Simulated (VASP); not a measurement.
# In (Fmmm) in VASP: single point with PBE

Aim: the single point of In with PBE.

All numbers are computed with VASP 6.6.1; they aren't measurements. Logs are shortened: lines on timing, memory, paths and dates and some standing lists are left out, and cuts for length are marked.

## Step 1: The cell of the first run

The structure is orthorhombic, space group Fmmm (No. 69). Conventional cell: a = 4.422 Å, b = 4.849 Å, c = 5.432 Å, α = 90.00°, β = 90.00°, γ = 90.00°. Within 4.3 Å of In (site symmetry mmm) lie 12 In at 3.28 to 3.64 Å.

## Step 2: Single point, PBE (strained)

INCAR reads:

```
SYSTEM = In
PREC = Accurate ; ENCUT = 520
EDIFF = 1E-7 ; ISMEAR = 0
SIGMA = 0.1 ; LREAL = .False.
LASPH = .True. ; NELM = 60
ALGO = Fast ; ISIF = 2
LWAVE = .False. ; LCHARG = .False.
GGA = PE ; NBANDS = 12
```

KPOINTS reads:

```
Automatic mesh
0
Gamma
  16 16 16
  0 0 0
```

POSCAR reads:

```
In
1.0
   -1.7142873300      1.7142873300      2.7159517890
    1.7142873300     -1.7142873300      2.7159517890
    1.5634456560      1.5634456560     -2.7159517890
In
1
Direct
    0.0000000000      0.0000000000      0.0000000000
```

Potentials or basis: VASP PAW PBE potentials, release 64 (In_d).

On the command line:

```sh
> cat potpaw_PBE.64/In_d/POTCAR > POTCAR
> mpirun -np 1 vasp_std > vasp.out
```

OUTCAR:

```text
SYSTEM = In
   PREC = Accurate
   ENCUT = 520
   EDIFF = 1E-7
   ISMEAR = 0
   LREAL = .False.
   LASPH = .True.
   NELM = 60
   ISIF = 2
   GGA = PE

 ion  position               nearest neighbor table
   1  0.000  0.000  0.000-

  LATTYP: Found a face centered orthorhombic cell.
 ALAT       =     4.4220921015
 B/A-ratio  =     1.0964802796
 C/A-ratio  =     1.2283560481

  Lattice vectors:

 A1 = (   1.7142873300,  -1.7142873300,  -2.7159517890)
 A2 = (   1.5634456560,   1.5634456560,  -2.7159517890)
 A3 = (   3.2777329860,  -0.1508416740,   0.0000000000)

Analysis of symmetry for initial positions (statically):
=====================================================================
 Subroutine PRICEL returns:
 Original cell was already a primitive cell.

 Routine SETGRP: Setting up the symmetry group for a
 face centered orthorhombic supercell.

 Subroutine GETGRP returns: Found  8 space group operations
 (whereof  8 operations were pure point group operations)
 out of a pool of  8 trial point group operations.

The static configuration has the point symmetry D_2h.

Analysis of symmetry for dynamics (positions and initial velocities):
=====================================================================
 Subroutine PRICEL returns:
 Original cell was already a primitive cell.

 Routine SETGRP: Setting up the symmetry group for a
 face centered orthorhombic supercell.

 Subroutine GETGRP returns: Found  8 space group operations
 (whereof  8 operations were pure point group operations)
 out of a pool of  8 trial point group operations.

The dynamic configuration has the point symmetry D_2h.

 Subroutine INISYM returns: Found  8 space group operations
 (whereof  8 operations are pure point group operations),
 and found     1 'primitive' translations

----------------------------------------------------------------------------------------

                                     Primitive cell

  volume of cell :      29.1171

  direct lattice vectors                    reciprocal lattice vectors
    -1.714287330  1.714287330  2.715951789     0.014070028  0.305736419  0.184097524
     1.714287330 -1.714287330  2.715951789     0.305736419  0.014070028  0.184097524
     1.563445656  1.563445656 -2.715951789     0.319806447  0.319806447  0.000000000

  length of vectors
     3.640598333  3.640598333  3.502159157     0.357161899  0.357161899  0.452274614

  position of ions in fractional coordinates (direct lattice)
     0.000000000  0.000000000  0.000000000

  ion indices of the primitive-cell ions
[... 83 lines left out ...]
   TEBEG  =    0.0;   TEEND  =   0.0 temperature during run
   PSTRESS=    0.0 pullay stress
   NELECT =      13.0000    total number of electrons
   NUPDOWN=      -1.0000    fix difference up-down
   EMIN   =  10.00;   EMAX   =-10.00  energy-range for DOS
   EFERMI =   0.00;   METHOD = LEGACY
   ISMEAR =     0;   SIGMA  =   0.10  broadening in eV -4-tet -1-fermi 0-gaus
   EFERMI_NEDOS =   21; number of points for ismear=-14 and -15
   IALGO  =     68    algorithm
   IMIX   =      4    mixing-type and parameters
     AMIX     =   0.40;   BMIX     =  1.00
     AMIX_MAG =   1.60;   BMIX_MAG =  1.00
  volume/ion in A,a.u.               =      29.12       196.49
  Fermi-wavevector in a.u.,A,eV,Ry     =   1.251238  2.364496 21.301221  1.565596
  Thomas-Fermi vector in A             =   2.385194
   LORBIT       =      0    0 simple, 1 ext, 2 COOP (PROOUT), +10 PAW based schemes
   GGA     = PE    functional components
   LHFCALC =     F    Hartree Fock is set to
   AEXX    =    0.0000 exact exchange contribution
   IVDW    =     0    specifies the selected vdW correction
   LEPSILON=     F    determine dielectric tensor
   LRPA    =     F    only Hartree local field effects (RPA)
 non-spin polarized calculation
 RMM-DIIS sequential band-by-band and
 Gauss-broadening in eV      SIGMA  =   0.10
  energy-cutoff  :      520.00
  volume of cell :       29.12
 maximum number of plane-waves:       800
   NGX = 13   NGY = 13   NGZ = 13

 number of electron      13.0000001 magnetization

 Free energy of the ion-electron system (eV)
  ---------------------------------------------------
  ext. energy  EPLUGINS =         0.00000000
  ---------------------------------------------------
  free energy    TOTEN  =        -2.54538619 eV

  energy without entropy =       -2.54281405  energy(sigma->0) =       -2.54410012

 E-fermi :   6.3514     XC(G=0):  -9.7529

 val. band max:        6.3294799091   @ k =  -0.2500   0.2500   0.4375
 cond. band min:       6.3658498240   @ k =   0.2500   0.1250   0.1250
 fundamental gap:      0.0363699150
 Fermi energy:         6.3514385382

 k-point     1 :       0.0000    0.0000    0.0000
  band No.  band energies     occupation
      1      -8.2990      2.00000
      2      -8.1578      2.00000
      3      -8.1545      2.00000
      4      -8.0851      2.00000
      5      -7.9766      2.00000
      6      -2.4764      2.00000
      7      15.9312      0.00000
      8      15.9570      0.00000
      9      16.1766      0.00000
     10      17.9857      0.00000
     11      19.2132      0.00000
     12      19.5207      0.00000
[... 331 lines left out ...]
 k-point    24 :      -0.0625    0.0625    0.0000
  band No.  band energies     occupation
      1      -8.2821      2.00000
      2      -8.1607      2.00000
      3      -8.1527      2.00000
      4      -8.0820      2.00000
      5      -7.9836      2.00000
      6      -2.3704      2.00000
      7      15.3061      0.00000
      8      15.5410      0.00000
      9      15.7710      0.00000
     10      17.3889      0.00000
     11      19.0196      0.00000
     12      20.2668      0.00000

 [... further k-points ...]

------------------------ aborting loop because EDIFF is reached ----------------------------------------

  FORCE on cell =-STRESS in cart. coord.  units (eV):
  Direction    XX          YY          ZZ          XY          YZ          ZX
  --------------------------------------------------------------------------------------
  -------------------------------------------------------------------------------------
  Total       -0.2716849     -0.2716849     -0.3831433      0.0156528      0.0000000      0.0000000
  in kB      -14.9495348    -14.9495348    -21.0825620      0.8613003      0.0000000      0.0000000
  external PRESSURE =     -16.9938772 kB  Pullay stress =       0.0000000 kB

 VOLUME and BASIS-vectors are now :
 -----------------------------------------------------------------------------
  energy-cutoff  :      520.00
  volume of cell :       29.12
      direct lattice vectors                 reciprocal lattice vectors
    -1.714287330  1.714287330  2.715951789     0.014070028  0.305736419  0.184097524
     1.714287330 -1.714287330  2.715951789     0.305736419  0.014070028  0.184097524
     1.563445656  1.563445656 -2.715951789     0.319806447  0.319806447  0.000000000

 POSITION                                       TOTAL-FORCE (eV/Angst)
 -----------------------------------------------------------------------------------
      0.00000      0.00000      0.00000         0.000000      0.000000      0.000000
 -----------------------------------------------------------------------------------
    total drift:                               -0.000000     -0.000000     -0.000000

  FREE ENERGIE OF THE ION-ELECTRON SYSTEM (eV)
  ---------------------------------------------------
  free  energy   TOTEN  =        -2.5453861929 eV

  energy  without entropy=       -2.5428140504  energy(sigma->0) =       -2.54410012
```

OSZICAR:

```text
N       E                     dE             d eps       ncg     rms          rms(c)
DAV:   1     0.782316606756E+02    0.78232E+02   -0.62465E+03 15132   0.132E+03
DAV:   2     0.135783147569E+01   -0.76874E+02   -0.75030E+02 15580   0.287E+02
DAV:   3    -0.247168927056E+01   -0.38295E+01   -0.38176E+01 17692   0.646E+01
DAV:   4    -0.256236398487E+01   -0.90675E-01   -0.90648E-01 18680   0.101E+01
DAV:   5    -0.256647758865E+01   -0.41136E-02   -0.41135E-02 20628   0.187E+00    0.184E+00
RMM:   6    -0.254855818903E+01    0.17919E-01   -0.25039E-02 18221   0.246E+00    0.986E-01
RMM:   7    -0.254535428038E+01    0.32039E-02   -0.10340E-02 17458   0.129E+00    0.217E-01
RMM:   8    -0.254530651436E+01    0.47766E-04   -0.16734E-03 19597   0.654E-01    0.512E-02
RMM:   9    -0.254537130323E+01   -0.64789E-04   -0.54874E-04 22221   0.258E-01    0.409E-02
RMM:  10    -0.254537913955E+01   -0.78363E-05   -0.16655E-04 19602   0.236E-01    0.618E-03
RMM:  11    -0.254538462717E+01   -0.54876E-05   -0.80008E-05 24910   0.952E-02    0.964E-03
RMM:  12    -0.254538633387E+01   -0.17067E-05   -0.14922E-05 23646   0.418E-02    0.240E-02
RMM:  13    -0.254538618396E+01    0.14991E-06   -0.24306E-06 19807   0.217E-02    0.148E-02
RMM:  14    -0.254538619291E+01   -0.89540E-08   -0.93995E-07 19129   0.112E-02
   1 F= -.25453862E+01 E0= -.25441001E+01  d E =-.257214E-02
```

Run time: 2.5 min. Hardware: 1 thread of Intel Xeon 6975P-C (Granite Rapids), shared host; peak memory 0.32 GiB.

What came out:

| Item | Value |
| --- | --- |
| Free energy | -2.5454 eV |
| Pressure | -1.7 GPa |

Levels at points of the mesh, in eV from the Fermi level:
```csv
k point,band 4,band 5,band 6,band 7,band 8,band 9
"(0.00, 0.00, 0.00)",-14.44,-14.33,-8.83,9.58,9.61,9.83
"(0.50, 0.00, 0.00)",-14.32,-14.26,-4.17,-2.88,5.91,8.76
"(0.50, 0.50, 0.00)",-14.32,-14.17,-2.10,-1.82,3.41,4.57
"(0.00, 0.00, 0.50)",-14.30,-14.18,-0.79,-0.76,2.33,3.08
"(0.50, 0.50, 0.50)",-14.28,-14.27,-3.87,-2.67,5.10,5.52
```

Caveat: the cell differs from its parent crystal (strained); spin-orbit coupling is left out, which moves the levels of the heavy elements.
